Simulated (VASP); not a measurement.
# TiAl3F (P4/mmm) in VASP: a series of runs, part 2 of 2

VASP 6.6.1. Earlier steps stand in the parts before.

**3. Relaxation of cell and atoms, PBE**

Input file INCAR:

```
SYSTEM = TiAl3F
ALGO = Normal ; EDIFF = 1E-6
EDIFFG = -0.01 ; ENCUT = 600
GGA = PE ; IBRION = 2
ISIF = 3 ; ISMEAR = 0
LASPH = .TRUE. ; LCHARG = .FALSE.
LREAL = .FALSE. ; LWAVE = .FALSE.
NELM = 60 ; NSW = 100
PREC = Accurate ; SIGMA = 0.1
```

Input file KPOINTS:

```
k-points
0
G
  12 12 4
  0 0 0
```

Input file POSCAR:

```
TiAl3F
1.0
    2.9553495843      0.0000000000      0.0000000000
    0.0000000000      2.9553495843      0.0000000000
    0.0000000000      0.0000000000     10.4821774020
Ti Al F
1 3 1
Direct
    0.5000000000      0.5000000000      0.5000000000
    0.0000000000      0.0000000000      0.0000000000
    0.5000000000      0.5000000000      0.2457063563
    0.5000000000      0.5000000000      0.7542936437
    0.5000000000      0.5000000000      0.0000000000
```

Potentials or basis: VASP PAW PBE potentials, release 64 (Ti_sv, Al, F).

The run is started by

```console
$ cat potpaw_PBE.64/Ti_sv/POTCAR potpaw_PBE.64/Al/POTCAR potpaw_PBE.64/F/POTCAR > POTCAR
$ mpirun -np 1 vasp_std > vasp.out
```

OUTCAR:

```text
SYSTEM = TiAl3F
   EDIFF = 1E-6
   EDIFFG = -0.01
   ENCUT = 600
   GGA = PE
   IBRION = 2
   ISIF = 3
   ISMEAR = 0
   LASPH = .TRUE.
   LREAL = .FALSE.
   NELM = 60
   NSW = 100
   PREC = Accurate

 ion  position               nearest neighbor table
   1  0.500  0.500  0.500-   3 2.67   4 2.67
   2  0.000  0.000  0.000-   5 2.09   5 2.09   5 2.09   5 2.09   4 3.32   4 3.32   3 3.32   4 3.32
                             3 3.32   3 3.32   4 3.32   3 3.32
   3  0.500  0.500  0.246-   5 2.58   1 2.67   2 3.32   2 3.32   2 3.32   2 3.32
   4  0.500  0.500  0.754-   5 2.58   1 2.67   2 3.32   2 3.32   2 3.32   2 3.32
   5  0.500  0.500  0.000-   2 2.09   2 2.09   2 2.09   2 2.09   4 2.58   3 2.58

  LATTYP: Found a simple tetragonal cell.
 ALAT       =     2.9553495843
 C/A-ratio  =     3.5468485548

  Lattice vectors:

 A1 = (   2.9553495843,   0.0000000000,   0.0000000000)
 A2 = (   0.0000000000,   2.9553495843,   0.0000000000)
 A3 = (   0.0000000000,   0.0000000000,  10.4821774020)

Analysis of symmetry for initial positions (statically):
=====================================================================
 Subroutine PRICEL returns:
 Original cell was already a primitive cell.

 Routine SETGRP: Setting up the symmetry group for a
 simple tetragonal supercell.

 Subroutine GETGRP returns: Found 16 space group operations
 (whereof 16 operations were pure point group operations)
 out of a pool of 16 trial point group operations.

The static configuration has the point symmetry D_4h.

Analysis of symmetry for dynamics (positions and initial velocities):
=====================================================================
 Subroutine PRICEL returns:
 Original cell was already a primitive cell.

 Routine SETGRP: Setting up the symmetry group for a
 simple tetragonal supercell.

 Subroutine GETGRP returns: Found 16 space group operations
 (whereof 16 operations were pure point group operations)
[... 137 lines left out ...]
   LEPSILON=     F    determine dielectric tensor
   LRPA    =     F    only Hartree local field effects (RPA)
 conjugate gradient relaxation of ions
 non-spin polarized calculation
 Gauss-broadening in eV      SIGMA  =   0.10
  energy-cutoff  :      600.00
  volume of cell :       91.55
 maximum number of plane-waves:      3096
 NGX is ok and might be reduce to    24
   NGX = 11   NGY = 11   NGZ = 41

--------------------------------------- Ionic step        1  -------------------------------------------

 number of electron      27.9999990 magnetization

 Free energy of the ion-electron system (eV)
  ---------------------------------------------------
  ext. energy  EPLUGINS =         0.00000000
  ---------------------------------------------------
  free energy    TOTEN  =       -20.42561865 eV

  energy without entropy =      -20.40782873  energy(sigma->0) =      -20.41672369

------------------------ aborting loop because EDIFF is reached ----------------------------------------

  FORCE on cell =-STRESS in cart. coord.  units (eV):
  Direction    XX          YY          ZZ          XY          YZ          ZX
  --------------------------------------------------------------------------------------
  -------------------------------------------------------------------------------------
  Total       -0.3149586     -0.3149586      0.5916750      0.0000000      0.0000000     -0.0000000
  in kB       -5.5118173     -5.5118173     10.3543916      0.0000000      0.0000000     -0.0000000
  external PRESSURE =      -0.2230810 kB  Pullay stress =       0.0000000 kB
[... 182 lines left out ...]
--------------------------------------- Ionic step        6  -------------------------------------------

 number of electron      27.9999997 magnetization

 Free energy of the ion-electron system (eV)
  ---------------------------------------------------
  ext. energy  EPLUGINS =         0.00000000
  ---------------------------------------------------
  free energy    TOTEN  =       -20.42924919 eV

  energy without entropy =      -20.41093407  energy(sigma->0) =      -20.42009163

 E-fermi :   5.9483     XC(G=0):  -9.7360

 val. band max:        5.9359562568   @ k =   0.0833   0.0833   0.0000
 cond. band min:       5.9532202941   @ k =   0.3333   0.3333   0.5000
 fundamental gap:      0.0172640374
 Fermi energy:         5.9482503858

 k-point     1 :       0.0000    0.0000    0.0000
  band No.  band energies     occupation
      1     -50.9868      2.00000
      2     -27.2789      2.00000
      3     -27.0520      2.00000
      4     -27.0520      2.00000
      5     -22.1630      2.00000
      6      -4.1520      2.00000
[... 481 lines left out ...]
      5     -21.7599      2.00000
      6      -5.2474      2.00000
[... 10 lines left out ...]
     17       6.9302      0.00000
     18       7.6646      0.00000

 [... further k-points ...]

------------------------ aborting loop because EDIFF is reached ----------------------------------------

  FORCE on cell =-STRESS in cart. coord.  units (eV):
  Direction    XX          YY          ZZ          XY          YZ          ZX
  --------------------------------------------------------------------------------------
  -------------------------------------------------------------------------------------
  Total       -0.0146215     -0.0146215     -0.0139597      0.0000000      0.0000000     -0.0000000
  in kB       -0.2554304     -0.2554304     -0.2438689      0.0000000      0.0000000     -0.0000000
  external PRESSURE =      -0.2515766 kB  Pullay stress =       0.0000000 kB
[... 20 lines left out ...]
  FREE ENERGIE OF THE ION-ELECTRON SYSTEM (eV)
  ---------------------------------------------------
  free  energy   TOTEN  =       -20.4292491927 eV

  energy  without entropy=      -20.4109340705  energy(sigma->0) =      -20.42009163

 reached required accuracy - stopping structural energy minimisation
```

OSZICAR:

```text
N       E                     dE             d eps       ncg     rms          rms(c)
DAV:   1     0.241934747930E+03    0.24193E+03   -0.14222E+04  3032   0.161E+03
DAV:   2     0.118820804429E+02   -0.23005E+03   -0.22558E+03  3284   0.399E+02
DAV:   3    -0.198880316042E+02   -0.31770E+02   -0.31012E+02  5204   0.126E+02
[... 47 lines left out ...]
DAV:   2    -0.204354482054E+02   -0.44968E-02   -0.58679E-02  4096   0.137E+00    0.527E-01
DAV:   3    -0.204292923062E+02    0.61559E-02   -0.34430E-02  3936   0.787E-01    0.651E-02
DAV:   4    -0.204292467013E+02    0.45605E-04   -0.45493E-04  4162   0.146E-01    0.269E-02
DAV:   5    -0.204292484273E+02   -0.17260E-05   -0.16987E-04  4370   0.643E-02    0.198E-02
DAV:   6    -0.204292491927E+02   -0.76539E-06   -0.73361E-06  3254   0.185E-02
   6 F= -.20429249E+02 E0= -.20420092E+02  d E =-.164319E-03
```

CONTCAR:

```text
TiAl3F
   1.00000000000000
     2.9445275395323098   -0.0000000000000000   -0.0000000000000000
    -0.0000000000000000    2.9445275395323098    0.0000000000000000
    -0.0000000000000000    0.0000000000000000   10.5778899458557483
  Ti              Al              F
     1     3     1
Direct
     0.5000000000000000    0.5000000000000000    0.5000000000000000
     0.0000000000000000    0.0000000000000000    0.0000000000000000
     0.5000000000000000    0.5000000000000000    0.2459823275261850
     0.5000000000000000    0.5000000000000000    0.7540176724738149
     0.5000000000000000    0.5000000000000000    0.0000000000000000

  0.00000000E+00  0.00000000E+00  0.00000000E+00
  0.00000000E+00  0.00000000E+00  0.00000000E+00
  0.00000000E+00  0.00000000E+00  0.00000000E+00
  0.00000000E+00  0.00000000E+00  0.00000000E+00
  0.00000000E+00  0.00000000E+00  0.00000000E+00
```

Run time: 3.4 min. Hardware: 1 thread of Intel Xeon 6975P-C (Granite Rapids), shared host; peak memory 0.34 GiB.

Results:

```yaml
Free_energy: -20.4292 eV
Relaxed_volume: 18.34 Å³/atom
Relaxed_cell: a = 2.945 Å, b = 2.945 Å, c = 10.578 Å, α = 90.00°, β = 90.00°, γ = 90.00°
Space_group_after_relaxing_to_0.1_Å: P4/mmm (No. 123)
Energy_gained_by_relaxing: 0.7 meV/atom
Ionic_steps: 6
Pressure_after_relaxing: 0.0 GPa
Largest_force_after_relaxing: 0.007 eV/Å
Band_gap_on_the_k_mesh: zero (bands 14 and 15 overlap by 1.05 eV)
```

Forces on the atoms (eV/Å):
```
Ti   0.000  0.000  0.000
Al   0.000  0.000  0.000
Al   0.000  0.000  0.007
Al   0.000  0.000 -0.007
F    0.000  0.000  0.000
```

Step by step:
| step | energy change (eV) | largest force (eV/Å) | pressure (GPa) | volume (Å³) |
| --- | --- | --- | --- | --- |
| 1 | 0.0000 | 0.0419 | -0.02 | 91.55 |
| 2 | -0.0033 | 0.0129 | 0.02 | 91.52 |
| 3 | -0.0035 | 0.0269 | 0.01 | 91.51 |
| 4 | -0.0035 | 0.0283 | 0.03 | 91.50 |
| 5 | -0.0035 | 0.0229 | 0.02 | 91.56 |
| 6 | -0.0036 | 0.0071 | -0.03 | 91.71 |

Final structure:
```yaml
crystal:
  lattice:
    - [2.94453, 0.00000, 0.00000]
    - [0.00000, 2.94453, 0.00000]
    - [0.00000, 0.00000, 10.57789]
  atoms:
    - { symbol: Ti, position: [0.50000, 0.50000, 0.50000] }
    - { symbol: Al, position: [0.00000, 0.00000, 0.00000] }
    - { symbol: Al, position: [0.50000, 0.50000, 0.24598] }
    - { symbol: Al, position: [0.50000, 0.50000, 0.75402] }
    - { symbol: F, position: [0.50000, 0.50000, 0.00000] }
```

Levels at points of the mesh, in eV from the Fermi level:
| k point | band 12 | band 13 | band 14 | band 15 | band 16 | band 17 |
| --- | --- | --- | --- | --- | --- | --- |
| (0.00, 0.00, 0.00) | -2.21 | -1.59 | -0.49 | -0.16 | 1.95 | 1.95 |
| (0.50, 0.00, 0.00) | -2.99 | -1.13 | -0.63 | -0.22 | -0.03 | 1.69 |
| (0.50, 0.50, 0.00) | -0.71 | -0.71 | 0.13 | 0.13 | 0.94 | 1.12 |
| (0.00, 0.00, 0.50) | -3.32 | -1.06 | -0.49 | 0.41 | 1.95 | 1.95 |
| (0.50, 0.00, 0.50) | -3.09 | -0.66 | -0.49 | 0.06 | 0.17 | 0.31 |
| (0.50, 0.50, 0.50) | -0.63 | -0.63 | -0.08 | -0.08 | 0.59 | 1.31 |
